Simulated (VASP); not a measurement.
# TePb in VASP: single point with PBE

Aim: the single point of TePb with PBE.

All numbers are computed with VASP 6.6.1; they aren't measurements. Logs are shortened: lines on timing, memory, paths and dates and some standing lists are left out, and cuts for length are marked.

### 1 The cell of the first run

The cell holds a slab with vacuum, 4 atoms: a = 4.569 Å, b = 4.569 Å, c = 17.596 Å, α = 90.00°, β = 90.00°, γ = 60.00°.

### 2 Single point, PBE

Contents of INCAR:

```
PREC     = Accurate       # precision mode
ENCUT    = 520            # plane-wave cutoff, eV
EDIFF    = 1E-7           # SCF threshold, eV
ISMEAR   = -1             # smearing method
SIGMA    = 0.05           # smearing width, eV
LREAL    = False          # projectors in reciprocal space
LASPH    = True           # aspherical terms in the spheres
NELM     = 60             # most SCF steps
ALGO     = Normal         # electronic algorithm
ISIF     = 2              # what is computed and relaxed
LWAVE    = False          # write WAVECAR
LCHARG   = False          # write CHGCAR
LDIPOL   = True         
IDIPOL   = 3            
DIPOL    = 0.5 0.5 0.500
GGA      = PE             # functional
NBANDS   = 28             # bands
```

Contents of KPOINTS:

```
regular mesh
0
Gamma
  6 6 1
```

Contents of POSCAR:

```
TePb
1.0
    4.5693240200      0.0000000000      0.0000000000
    2.2846620100      3.9571506795      0.0000000000
    0.0000000000      0.0000000000     17.5962561593
Te Pb
2 2
Direct
    0.6666666667      0.6666666667      0.4469938746
    1.0000000000      0.0000000000      0.6590183761
    0.0000000000      0.0000000000      0.3409816239
    0.3333333333      0.3333333333      0.5530061254
```

Potentials or basis: VASP PAW PBE potentials, release 64 (Te, Pb_d).

Started as:

```sh
cat potpaw_PBE.64/Te/POTCAR potpaw_PBE.64/Pb_d/POTCAR > POTCAR
mpirun -np 1 vasp_std > vasp.out
```

OUTCAR:

```text
PREC = Accurate
   ENCUT = 520
   EDIFF = 1E-7
   ISMEAR = -1
   LREAL = False
   LASPH = True
   NELM = 60
   ISIF = 2
   GGA = PE

 ion  position               nearest neighbor table
   1  0.667  0.667  0.447-   3 3.23   3 3.23   3 3.23   4 3.23   4 3.23   4 3.23
   2  0.000  0.000  0.659-   4 3.23   4 3.23   4 3.23
   3  0.000  0.000  0.341-   1 3.23   1 3.23   1 3.23
   4  0.333  0.333  0.553-   2 3.23   2 3.23   2 3.23   1 3.23   1 3.23   1 3.23

  LATTYP: Found a hexagonal cell.
 ALAT       =     4.5693240200
 C/A-ratio  =     3.8509539009

  Lattice vectors:

 A1 = (  -2.2846620100,  -3.9571506795,   0.0000000000)
 A2 = (   4.5693240200,   0.0000000000,   0.0000000000)
 A3 = (   0.0000000000,   0.0000000000,  17.5962561593)

Analysis of symmetry for initial positions (statically):
=====================================================================
 Subroutine PRICEL returns:
 Original cell was already a primitive cell.

 Routine SETGRP: Setting up the symmetry group for a
 hexagonal supercell.

 Subroutine GETGRP returns: Found  6 space group operations
 (whereof  6 operations were pure point group operations)
 out of a pool of 24 trial point group operations.

The static configuration has the point symmetry C_3v.

Analysis of symmetry for dynamics (positions and initial velocities):
=====================================================================
 Subroutine PRICEL returns:
 Original cell was already a primitive cell.

 Routine SETGRP: Setting up the symmetry group for a
 hexagonal supercell.

 Subroutine GETGRP returns: Found  6 space group operations
 (whereof  6 operations were pure point group operations)
 out of a pool of 24 trial point group operations.

The dynamic configuration has the point symmetry C_3v.

 Subroutine INISYM returns: Found  6 space group operations
 (whereof  6 operations are pure point group operations),
 and found     1 'primitive' translations

----------------------------------------------------------------------------------------

                                     Primitive cell

  volume of cell :     318.1668

  direct lattice vectors                    reciprocal lattice vectors
     4.569324020  0.000000000  0.000000000     0.218850752 -0.126353541  0.000000000
     2.284662010  3.957150680  0.000000000     0.000000000  0.252707082  0.000000000
     0.000000000  0.000000000 17.596256159     0.000000000  0.000000000  0.056830271

  length of vectors
     4.569324020  4.569324020 17.596256159     0.252707082  0.252707082  0.056830271

  position of ions in fractional coordinates (direct lattice)
     0.666666667  0.666666667  0.446993875
     0.000000000  0.000000000  0.659018376
     0.000000000  0.000000000  0.340981624
     0.333333333  0.333333333  0.553006125

  ion indices of the primitive-cell ions
   primitive index   ion index
                 1           1
                 2           2
                 3           3
                 4           4

----------------------------------------------------------------------------------------

 KPOINTS: regular mesh

Automatic generation of k-mesh.
 Grid dimensions read from file:
 generate k-points for:    6    6    1

 Generating k-lattice:

  Cartesian coordinates                     Fractional coordinates (reciprocal lattice)
     0.036475125 -0.021058923  0.000000000     0.166666667  0.000000000  0.000000000
     0.000000000  0.042117847  0.000000000     0.000000000  0.166666667  0.000000000
     0.000000000  0.000000000  0.056830271     0.000000000  0.000000000  1.000000000

  Length of vectors
     0.042117847  0.042117847  0.056830271

  Shift w.r.t. Gamma in fractional coordinates (k-lattice)
     0.000000000  0.000000000  0.000000000

 Subroutine IBZKPT returns following result:
 ===========================================

 Found      7 irreducible k-points:

 Following reciprocal coordinates:
            Coordinates               Weight
  0.000000  0.000000  0.000000      1.000000
  0.166667  0.000000  0.000000      6.000000
  0.333333 -0.000000  0.000000      6.000000
  0.500000 -0.000000  0.000000      3.000000
  0.333333  0.166667  0.000000      6.000000
  0.500000  0.166667  0.000000     12.000000
 -0.333333  0.333333  0.000000      2.000000
   k-points           NKPTS =      7   k-points in BZ     NKDIM =      7   number of bands    NBANDS=     28
   number of dos      NEDOS =    301   number of ions     NIONS =      4
   total plane-waves  NPLWV = 181440
   dimension x,y,z NGX =    36 NGY =   36 NGZ =  140
   dimension x,y,z NGXF=    72 NGYF=   72 NGZF=  280
   ions per type =               2   2
   NGX,Y,Z   is equivalent  to a cutoff of  13.10, 13.10, 13.23 a.u.
   NGXF,Y,Z  is equivalent  to a cutoff of  26.20, 26.20, 26.45 a.u.
 SYSTEM =  unknown system
   PREC   = accura    normal or accurate (medium, high low for compatibility)
   ISTART =      0    job   : 0-new  1-cont  2-samecut
   ICHARG =      2    charge: 1-file 2-atom 10-const
   ISPIN  =      1    spin polarized calculation?
   LNONCOLLINEAR =      F non collinear calculations
   LSORBIT =      F    spin-orbit coupling
   LASPH  =      T    aspherical Exc in radial PAW
   ENCUT  =  520.0 eV  38.22 Ry    6.18 a.u.   8.50  8.50 32.72*2*pi/ulx,y,z
   NELM   =     60;   NELMIN=  2; NELMDL= -5     # of ELM steps
   EDIFF  = 0.1E-06   stopping-criterion for ELM
   LREAL  =      F    real-space projection
   EDIFFG = 0.1E-05   stopping-criterion for IOM
   NSW    =      0    number of steps for IOM
   IBRION =     -1    ionic relax: 0-MD 1-quasi-New 2-CG
   NFREE  =      0    steps in history (QN), initial steepest desc. (CG)
   ISIF   =      2    stress and relaxation
   ISYM   =      2    0-nonsym 1-usesym 2-fastsym
   POTIM  = 0.5000    time-step for ionic-motion
   TEBEG  =    0.0;   TEEND  =   0.0 temperature during run
   PSTRESS=    0.0 pullay stress
   NELECT =      40.0000    total number of electrons
   NUPDOWN=      -1.0000    fix difference up-down
   EMIN   =  10.00;   EMAX   =-10.00  energy-range for DOS
   EFERMI =   0.00;   METHOD = LEGACY
   ISMEAR =    -1;   SIGMA  =   0.05  broadening in eV -4-tet -1-fermi 0-gaus
   EFERMI_NEDOS =   21; number of points for ismear=-14 and -15
   IALGO  =     38    algorithm
   IMIX   =      4    mixing-type and parameters
     AMIX     =   0.40;   BMIX     =  1.00
     AMIX_MAG =   1.60;   BMIX_MAG =  1.00
  volume/ion in A,a.u.               =      79.54       536.77
  Fermi-wavevector in a.u.,A,eV,Ry     =   0.820118  1.549799  9.151199  0.672594
  Thomas-Fermi vector in A             =   1.931044
   LORBIT       =      0    0 simple, 1 ext, 2 COOP (PROOUT), +10 PAW based schemes
   GGA     = PE    functional components
   LHFCALC =     F    Hartree Fock is set to
   AEXX    =    0.0000 exact exchange contribution
   IVDW    =     0    specifies the selected vdW correction
   LEPSILON=     F    determine dielectric tensor
   LRPA    =     F    only Hartree local field effects (RPA)
 non-spin polarized calculation
  energy-cutoff  :      520.00
  volume of cell :      318.17
 maximum number of plane-waves:      8639
 NGX is ok and might be reduce to    36
   NGX = 17   NGY = 17   NGZ = 65

 number of electron      40.0000001 magnetization

 dipolmoment           0.000000      0.000000      0.254423 electrons x Angstroem

 Free energy of the ion-electron system (eV)
  ---------------------------------------------------
  ext. energy  EPLUGINS =         0.00000000
  ---------------------------------------------------
  free energy    TOTEN  =       -13.69300745 eV

  energy without entropy =      -13.69101220  energy(sigma->0) =      -13.69200983

 E-fermi :   0.0912     XC(G=0):  -4.8501

 val. band max:       -0.0854828875   @ k =   0.0000   0.0000   0.0000
 cond. band min:       0.2320995452   @ k =   0.0000   0.0000   0.0000
 fundamental gap:      0.3175824327
 Fermi energy:         0.0911590277

 k-point     1 :       0.0000    0.0000    0.0000
  band No.  band energies     occupation
      1     -17.5686      2.00000
      2     -17.5686      2.00000
      3     -17.5438      2.00000
      4     -17.5438      2.00000
      5     -17.5433      2.00000
      6     -16.4985      2.00000
[... 20 lines left out ...]
     27       3.1731      0.00000
     28       4.9914      0.00000

 k-point     2 :       0.1667    0.0000    0.0000
  band No.  band energies     occupation
      1     -17.5709      2.00000
      2     -17.5640      2.00000
      3     -17.5470      2.00000
      4     -17.5441      2.00000
      5     -17.5404      2.00000
      6     -16.5058      2.00000
[... 20 lines left out ...]
     27       3.6063      0.00000
     28       5.0337      0.00000

 k-point     3 :       0.3333   -0.0000    0.0000
  band No.  band energies     occupation
      1     -17.5770      2.00000
      2     -17.5559      2.00000
      3     -17.5524      2.00000
      4     -17.5438      2.00000
      5     -17.5343      2.00000
      6     -16.5216      2.00000
[... 20 lines left out ...]
     27       4.1966      0.00000
     28       4.5101      0.00000

 k-point     4 :       0.5000   -0.0000    0.0000
  band No.  band energies     occupation
      1     -17.5805      2.00000
      2     -17.5547      2.00000
      3     -17.5531      2.00000
      4     -17.5424      2.00000
      5     -17.5311      2.00000
      6     -16.5297      2.00000
[... 20 lines left out ...]
     27       4.2276      0.00000
     28       5.1808      0.00000

 k-point     5 :       0.3333    0.1667    0.0000
  band No.  band energies     occupation
      1     -17.5736      2.00000
      2     -17.5596      2.00000
      3     -17.5502      2.00000
      4     -17.5450      2.00000
      5     -17.5358      2.00000
      6     -16.5147      2.00000
[... 20 lines left out ...]
     27       4.0432      0.00000
     28       5.1472      0.00000

 k-point     6 :       0.5000    0.1667    0.0000
  band No.  band energies     occupation
      1     -17.5769      2.00000
      2     -17.5563      2.00000
      3     -17.5522      2.00000
      4     -17.5447      2.00000
      5     -17.5318      2.00000
      6     -16.5226      2.00000
[... 20 lines left out ...]
     27       4.6009      0.00000
     28       5.0390      0.00000

 k-point     7 :      -0.3333    0.3333    0.0000
  band No.  band energies     occupation
      1     -17.5747      2.00000
      2     -17.5582      2.00000
      3     -17.5488      2.00000
      4     -17.5479      2.00000
      5     -17.5316      2.00000
      6     -16.5139      2.00000
[... 20 lines left out ...]
     27       5.2751      0.00000
     28       5.6006      0.00000

------------------------ aborting loop because EDIFF is reached ----------------------------------------

 vacuum level on the upper side and lower side of the slab       (xc-potential included)         1.015        -1.541

  FORCE on cell =-STRESS in cart. coord.  units (eV):
  Direction    XX          YY          ZZ          XY          YZ          ZX
  --------------------------------------------------------------------------------------
  -------------------------------------------------------------------------------------
  Total       -1.8477639     -1.8477639     -2.3063809      0.0000000     -0.0000000      0.0000000
  in kB       -9.3046972     -9.3046972    -11.6141333      0.0000000     -0.0000000      0.0000000
  external PRESSURE =     -10.0745092 kB  Pullay stress =       0.0000000 kB

 VOLUME and BASIS-vectors are now :
 -----------------------------------------------------------------------------
  energy-cutoff  :      520.00
  volume of cell :      318.17
      direct lattice vectors                 reciprocal lattice vectors
     4.569324020  0.000000000  0.000000000     0.218850752 -0.126353541  0.000000000
     2.284662010  3.957150680  0.000000000     0.000000000  0.252707082  0.000000000
     0.000000000  0.000000000 17.596256159     0.000000000  0.000000000  0.056830271

 POSITION                                       TOTAL-FORCE (eV/Angst)
 -----------------------------------------------------------------------------------
      4.56932      2.63810      7.86542        -0.000000     -0.000000     -1.614690
      0.00000      0.00000     11.59626        -0.000000     -0.000000     -1.147542
      0.00000      0.00000      6.00000         0.000000     -0.000000      0.847810
      2.28466      1.31905      9.73084         0.000000      0.000000      1.914422
 -----------------------------------------------------------------------------------
    total drift:                                0.000000      0.000000      0.000440

  FREE ENERGIE OF THE ION-ELECTRON SYSTEM (eV)
  ---------------------------------------------------
  free  energy   TOTEN  =       -13.6930074475 eV

  energy  without entropy=      -13.6910122040  energy(sigma->0) =      -13.69200983

 vacuum level on the upper side and lower side of the slab         5.346         2.716
```

Run time: 3.3 min. Hardware: 1 thread of AMD EPYC 7R43 (Zen 3), shared host; peak memory 0.39 GiB.

Results:

- Free energy: -13.6930 eV
- Largest force: 1.914 eV/Å
- Band gap on the k mesh: 0.32 eV, direct

Forces in eV/Å, atoms in the order of the input:
```
Te   0.000  0.000 -1.615
Te   0.000  0.000 -1.148
Pb   0.000  0.000  0.848
Pb   0.000  0.000  1.914
```

Caveat: spin-orbit coupling is left out, which moves the levels of the heavy elements.
